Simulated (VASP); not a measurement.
# CsSnI3 (Cmmm) in VASP: single point with HSE06

Aim: the single point of CsSnI3 with HSE06.

All numbers are computed with VASP 6.6.1; they aren't measurements. Logs are shortened: lines on timing, memory, paths and dates and some standing lists are left out, and cuts for length are marked.

## Step 1: The cell of the first run

The structure is orthorhombic, space group Cmmm (No. 65). Conventional cell: a = 8.766 Å, b = 8.887 Å, c = 6.241 Å, α = 90.00°, β = 90.00°, γ = 90.00°. Cs (site symmetry mmm) has 12 I at 4.38 to 4.44 Å and 8 Sn at 5.38 to 5.43 Å within 5.7 Å. Sn (site symmetry mmm) has 6 I at 3.12 Å within 4.1 Å. Within 4.1 Å of I (site symmetry 2/m) lie 2 Sn at 3.12 Å. Within 4.1 Å of I (site symmetry mmm) lie 2 Sn at 3.12 Å.

## Step 2: Single point, HSE06 (shear xy strain +1.4%)

POSCAR reads:

```
CsSnI3
1.0
    6.2414001339      0.0427535909      0.0000000000
    0.0427535909      6.2414001339      0.0000000000
    0.0000000000      0.0000000000      6.2414001339
Cs Sn I
1 1 3
Direct
    0.0000000000      0.0000000000      0.0000000000
    0.5000000000      0.5000000000      0.5000000000
    0.0000000000      0.5000000000      0.5000000000
    0.5000000000      0.0000000000      0.5000000000
    0.5000000000      0.5000000000      0.0000000000
```

INCAR.step1 reads:

```
  PREC = Accurate
  ENCUT = 520
  EDIFF = 1E-5
  ISMEAR = 0
  SIGMA = 0.01
  LREAL = False
  LASPH = True
  NELM = 80
  ALGO = Normal
  ISIF = 2
  LWAVE = True
  NBANDS = 30
  GGA = PE
```

INCAR.step2 reads:

```
  PREC = Accurate
  ENCUT = 520
  EDIFF = 1E-6
  ISMEAR = 0
  SIGMA = 0.01
  LREAL = False
  LASPH = True
  NELM = 80
  ALGO = Normal
  ISIF = 2
  LWAVE = False
  LCHARG = True
  GGA = PE
  LHFCALC = True
  HFSCREEN = 0.2079
  PRECFOCK = Fast
  LELF = True
  LVHAR = True
  NBANDS = 30
  ISTART = 1
```

KPOINTS reads:

```
Automatic mesh
0
Gamma
  2 2 2
```

Potentials or basis: VASP PAW PBE potentials, release 64 (Cs_sv, Sn_d, I).

Run with:

```bash
> cat potpaw_PBE.64/Cs_sv/POTCAR potpaw_PBE.64/Sn_d/POTCAR potpaw_PBE.64/I/POTCAR > POTCAR
> cp INCAR.step1 INCAR
> mpirun -np 1 vasp_std > vasp.out
> cp INCAR.step2 INCAR
> mpirun -np 1 vasp_std > vasp.out
```

OUTCAR:

```text
PREC = Accurate
   ENCUT = 520
   EDIFF = 1E-6
   ISMEAR = 0
   LREAL = False
   LASPH = True
   NELM = 80
   ISIF = 2
   GGA = PE
   LHFCALC = True
   HFSCREEN = 0.2079
   PRECFOCK = Fast
   ISTART = 1

 ion  position               nearest neighbor table
   1  0.000  0.000  0.000-
   2  0.500  0.500  0.500-   5 3.12   5 3.12   3 3.12   4 3.12   4 3.12   3 3.12
   3  0.000  0.500  0.500-   2 3.12   2 3.12
   4  0.500  0.000  0.500-   2 3.12   2 3.12
   5  0.500  0.500  0.000-   2 3.12   2 3.12

  LATTYP: Found a base centered orthorhombic cell.
 ALAT       =     8.7662100095
 B/A-ratio  =     1.0137944923
 C/A-ratio  =     0.7119838707

  Lattice vectors:

 A1 = (  -0.0427535909,  -6.2414001339,   0.0000000000)
 A2 = (   6.2414001339,   0.0427535909,   0.0000000000)
 A3 = (   0.0000000000,   0.0000000000,   6.2414001339)

Analysis of symmetry for initial positions (statically):
=====================================================================
 Subroutine PRICEL returns:
 Original cell was already a primitive cell.

 Routine SETGRP: Setting up the symmetry group for a
 base centered orthorhombic supercell.

 Subroutine GETGRP returns: Found  8 space group operations
 (whereof  8 operations were pure point group operations)
 out of a pool of  8 trial point group operations.

The static configuration has the point symmetry D_2h.

Analysis of symmetry for dynamics (positions and initial velocities):
=====================================================================
 Subroutine PRICEL returns:
 Original cell was already a primitive cell.

 Routine SETGRP: Setting up the symmetry group for a
 base centered orthorhombic supercell.

 Subroutine GETGRP returns: Found  8 space group operations
 (whereof  8 operations were pure point group operations)
 out of a pool of  8 trial point group operations.

The dynamic configuration has the point symmetry D_2h.

 Subroutine INISYM returns: Found  8 space group operations
 (whereof  8 operations are pure point group operations),
 and found     1 'primitive' translations

----------------------------------------------------------------------------------------

                                     Primitive cell

  volume of cell :     243.1228

  direct lattice vectors                    reciprocal lattice vectors
     6.241400134  0.042753591  0.000000000     0.160227978 -0.001097562  0.000000000
     0.042753591  6.241400134  0.000000000    -0.001097562  0.160227978  0.000000000
     0.000000000  0.000000000  6.241400134     0.000000000  0.000000000  0.160220460

  length of vectors
     6.241546563  6.241546563  6.241400134     0.160231737  0.160231737  0.160220460

  position of ions in fractional coordinates (direct lattice)
     0.000000000  0.000000000  0.000000000
     0.500000000  0.500000000  0.500000000
     1.000000000  0.500000000  0.500000000
     0.500000000  1.000000000  0.500000000
     0.500000000  0.500000000  0.000000000

  ion indices of the primitive-cell ions
   primitive index   ion index
                 1           1
                 2           2
                 3           3
                 4           4
                 5           5

----------------------------------------------------------------------------------------

 KPOINTS: Automatic mesh

Automatic generation of k-mesh.
 Grid dimensions read from file:
 generate k-points for:    2    2    2

 Generating k-lattice:

  Cartesian coordinates                     Fractional coordinates (reciprocal lattice)
     0.080113989 -0.000548781  0.000000000     0.500000000 -0.000000000  0.000000000
    -0.000548781  0.080113989  0.000000000    -0.000000000  0.500000000  0.000000000
     0.000000000  0.000000000  0.080110230     0.000000000  0.000000000  0.500000000

  Length of vectors
     0.080115869  0.080115869  0.080110230

  Shift w.r.t. Gamma in fractional coordinates (k-lattice)
     0.000000000  0.000000000  0.000000000

 Subroutine IBZKPT returns following result:
 ===========================================

 Found      6 irreducible k-points:

 Following reciprocal coordinates:
            Coordinates               Weight
  0.000000  0.000000  0.000000      1.000000
  0.500000  0.000000  0.000000      2.000000
  0.500000  0.500000  0.000000      1.000000
  0.000000  0.000000  0.500000      1.000000
  0.500000  0.000000  0.500000      2.000000
  0.500000  0.500000  0.500000      1.000000
   k-points           NKPTS =      6   k-points in BZ     NKDIM =      8   number of bands    NBANDS=     30
   number of dos      NEDOS =    301   number of ions     NIONS =      5
   total plane-waves  NPLWV = 110592
   dimension x,y,z NGX =    48 NGY =   48 NGZ =   48
   dimension x,y,z NGXF=    96 NGYF=   96 NGZF=   96
   ions per type =               1   1   3
   NGX,Y,Z   is equivalent  to a cutoff of  12.78, 12.78, 12.79 a.u.
   NGXF,Y,Z  is equivalent  to a cutoff of  25.57, 25.57, 25.57 a.u.
 SYSTEM =  unknown system
   PREC   = accura    normal or accurate (medium, high low for compatibility)
   ISTART =      1    job   : 0-new  1-cont  2-samecut
   ICHARG =      0    charge: 1-file 2-atom 10-const
   ISPIN  =      1    spin polarized calculation?
   LNONCOLLINEAR =      F non collinear calculations
   LSORBIT =      F    spin-orbit coupling
   LASPH  =      T    aspherical Exc in radial PAW
   ENCUT  =  520.0 eV  38.22 Ry    6.18 a.u.  11.61 11.61 11.60*2*pi/ulx,y,z
   NELM   =     80;   NELMIN=  2; NELMDL=  0     # of ELM steps
   EDIFF  = 0.1E-05   stopping-criterion for ELM
   LREAL  =      F    real-space projection
   EDIFFG = 0.1E-04   stopping-criterion for IOM
   NSW    =      0    number of steps for IOM
   IBRION =     -1    ionic relax: 0-MD 1-quasi-New 2-CG
   NFREE  =      0    steps in history (QN), initial steepest desc. (CG)
   ISIF   =      2    stress and relaxation
   ISYM   =      3    0-nonsym 1-usesym 2-fastsym
   POTIM  = 0.5000    time-step for ionic-motion
   TEBEG  =    0.0;   TEEND  =   0.0 temperature during run
   PSTRESS=    0.0 pullay stress
   NELECT =      44.0000    total number of electrons
   NUPDOWN=      -1.0000    fix difference up-down
   EMIN   =  10.00;   EMAX   =-10.00  energy-range for DOS
   EFERMI =   0.00;   METHOD = LEGACY
   ISMEAR =     0;   SIGMA  =   0.01  broadening in eV -4-tet -1-fermi 0-gaus
   EFERMI_NEDOS =   21; number of points for ismear=-14 and -15
   IALGO  =     38    algorithm
   IMIX   =      1    mixing-type and parameters
     AMIX     =   0.40;   BMIX     =  1.00
     AMIX_MAG =   1.60;   BMIX_MAG =  1.00
  volume/ion in A,a.u.               =      48.62       328.13
  Fermi-wavevector in a.u.,A,eV,Ry     =   0.926013  1.749911 11.667001  0.857500
  Thomas-Fermi vector in A             =   2.051930
   LORBIT       =      0    0 simple, 1 ext, 2 COOP (PROOUT), +10 PAW based schemes
   GGA     = PE    functional components
   LHFCALC =     T    Hartree Fock is set to
   PRECFOCK=fast      Normal, Fast or Accurate (Low or Medium for compatibility)
   ENCUT4O =  -1.0   cutoff for four orbital integrals eV
   NKREDX  =     1    reduce k-point grid by
   NKREDY  =     1    reduce k-point grid by
   NKREDZ  =     1    reduce k-point grid by
   AEXX    =    0.2500 exact exchange contribution
   HFSCREEN=    0.2079 screening length (either q_TF or 0.3 A-1)
   HFSCREENC=   0.2079 screening length for correlation (either q_TF or 0.3 A-1)
   ENCUTFOCK=  -1.0 apply spherical cutoff to Coloumb kernel
   IVDW    =     0    specifies the selected vdW correction
   LEPSILON=     F    determine dielectric tensor
   LRPA    =     F    only Hartree local field effects (RPA)
 non-spin polarized calculation
 Gauss-broadening in eV      SIGMA  =   0.01
  energy-cutoff  :      520.00
  volume of cell :      243.12
 maximum number of plane-waves:      6588
 NGX is ok and might be reduce to    48
  NGX = 28; NGY = 28; NGZ = 28

 number of electron      43.9999979 magnetization

 Free energy of the ion-electron system (eV)
  ---------------------------------------------------
  ext. energy  EPLUGINS =         0.00000000
  ---------------------------------------------------
  free energy    TOTEN  =       -15.79644148 eV

  energy without entropy =      -15.79644148  energy(sigma->0) =      -15.79644148

 E-fermi :   2.4345     XC(G=0):  -6.2649

 val. band max:        2.2941837350   @ k =   0.5000   0.5000   0.5000
 cond. band min:       3.1297284837   @ k =   0.5000   0.5000   0.5000
 fundamental gap:      0.8355447488
 Fermi energy:         2.4345081123

 k-point     1 :       0.0000    0.0000    0.0000
  band No.  band energies     occupation
      1     -22.2236      2.00000
      2     -22.2235      2.00000
      3     -22.2003      2.00000
      4     -22.1995      2.00000
      5     -22.1987      2.00000
      6     -21.6611      2.00000
[... 22 lines left out ...]
     29       7.7172      0.00000
     30       7.7450      0.00000

 k-point     2 :       0.5000    0.0000    0.0000
  band No.  band energies     occupation
      1     -22.2235      2.00000
      2     -22.2231      2.00000
      3     -22.2003      2.00000
      4     -22.1996      2.00000
      5     -22.1988      2.00000
      6     -21.6607      2.00000
[... 22 lines left out ...]
     29       7.3733      0.00000
     30       7.4035      0.00000

 k-point     3 :       0.5000    0.5000    0.0000
  band No.  band energies     occupation
      1     -22.2233      2.00000
      2     -22.2228      2.00000
      3     -22.2004      2.00000
      4     -22.1998      2.00000
      5     -22.1988      2.00000
      6     -21.6603      2.00000
[... 22 lines left out ...]
     29       8.2867      0.00000
     30       8.3087      0.00000

 k-point     4 :       0.0000    0.0000    0.5000
  band No.  band energies     occupation
      1     -22.2235      2.00000
      2     -22.2231      2.00000
      3     -22.2004      2.00000
      4     -22.1995      2.00000
      5     -22.1988      2.00000
      6     -21.6607      2.00000
[... 22 lines left out ...]
     29       7.3928      0.00000
     30       7.3946      0.00000

 k-point     5 :       0.5000    0.0000    0.5000
  band No.  band energies     occupation
      1     -22.2233      2.00000
      2     -22.2228      2.00000
      3     -22.2005      2.00000
      4     -22.1996      2.00000
      5     -22.1989      2.00000
      6     -21.6603      2.00000
[... 22 lines left out ...]
     29       8.3011      0.00000
     30       8.3205      0.00000

 k-point     6 :       0.5000    0.5000    0.5000
  band No.  band energies     occupation
      1     -22.2228      2.00000
      2     -22.2228      2.00000
      3     -22.2006      2.00000
      4     -22.1998      2.00000
      5     -22.1990      2.00000
      6     -21.6599      2.00000
[... 22 lines left out ...]
     29       7.1423      0.00000
     30       8.4155      0.00000

------------------------ aborting loop because EDIFF is reached ----------------------------------------

  FORCE on cell =-STRESS in cart. coord.  units (eV):
  Direction    XX          YY          ZZ          XY          YZ          ZX
  --------------------------------------------------------------------------------------
  -------------------------------------------------------------------------------------
  Total        2.0651407      2.0651407      2.0640981     -0.0771217      0.0000000      0.0000000
  in kB       13.6092605     13.6092605     13.6023897     -0.5082312      0.0000000      0.0000000
  external PRESSURE =      13.6069702 kB  Pullay stress =       0.0000000 kB

 VOLUME and BASIS-vectors are now :
 -----------------------------------------------------------------------------
  energy-cutoff  :      520.00
  volume of cell :      243.12
      direct lattice vectors                 reciprocal lattice vectors
     6.241400134  0.042753591  0.000000000     0.160227978 -0.001097562  0.000000000
     0.042753591  6.241400134  0.000000000    -0.001097562  0.160227978  0.000000000
     0.000000000  0.000000000  6.241400134     0.000000000  0.000000000  0.160220460

 POSITION                                       TOTAL-FORCE (eV/Angst)
 -----------------------------------------------------------------------------------
      0.00000      0.00000      0.00000         0.000000      0.000000      0.000000
      3.14208      3.14208      3.12070         0.000000      0.000000      0.000000
      0.02138      3.12070      3.12070        -0.000000      0.000000      0.000000
      3.12070      0.02138      3.12070        -0.000000      0.000000      0.000000
      3.14208      3.14208      0.00000        -0.000000      0.000000      0.000000
 -----------------------------------------------------------------------------------
    total drift:                                0.000007      0.000003     -0.000005

  FREE ENERGIE OF THE ION-ELECTRON SYSTEM (eV)
  ---------------------------------------------------
  free  energy   TOTEN  =       -15.7964414802 eV

  energy  without entropy=      -15.7964414802  energy(sigma->0) =      -15.79644148
```

It took 9.7 min on 1 thread of Intel Xeon Platinum 8375C at 2.90GHz (Ice Lake), shared host; peak memory 0.45 GiB.

Results:

```
Free energy            : -15.7964 eV
Pressure               : 1.4 GPa
Band gap on the k mesh : 0.84 eV
```

Levels at points of the mesh, in eV from the valence-band top:
```tsv
k point	band 18	band 19	band 20	band 21	band 22	band 23	band 24	band 25	band 26	band 27
(0.00, 0.00, 0.00)	-2.52	-2.51	-2.36	-2.34	-2.32	2.93	3.90	3.91	4.19	4.21
(0.50, 0.00, 0.00)	-2.78	-2.67	-2.47	-2.47	-1.69	1.65	4.52	4.67	5.05	5.06
(0.50, 0.50, 0.00)	-2.85	-2.83	-2.73	-1.90	-0.83	1.30	1.31	4.69	5.04	5.24
(0.00, 0.00, 0.50)	-2.78	-2.67	-2.52	-2.42	-1.69	1.65	4.52	4.67	5.03	5.06
(0.50, 0.00, 0.50)	-2.84	-2.84	-2.73	-1.90	-0.83	1.31	1.31	4.69	5.04	5.24
(0.50, 0.50, 0.50)	-2.72	-1.89	-1.89	-1.88	0.00	0.84	0.85	0.86	3.76	4.82
```

Caveat: the k points lie up to 0.50 Å⁻¹ apart; the cell differs from its parent crystal (shear xy strain +1.4%); the PAW data sets were made with another functional, which shifts forces and pressure a little; spin-orbit coupling is left out, which moves the levels of the heavy elements. A k mesh can miss the band edges.
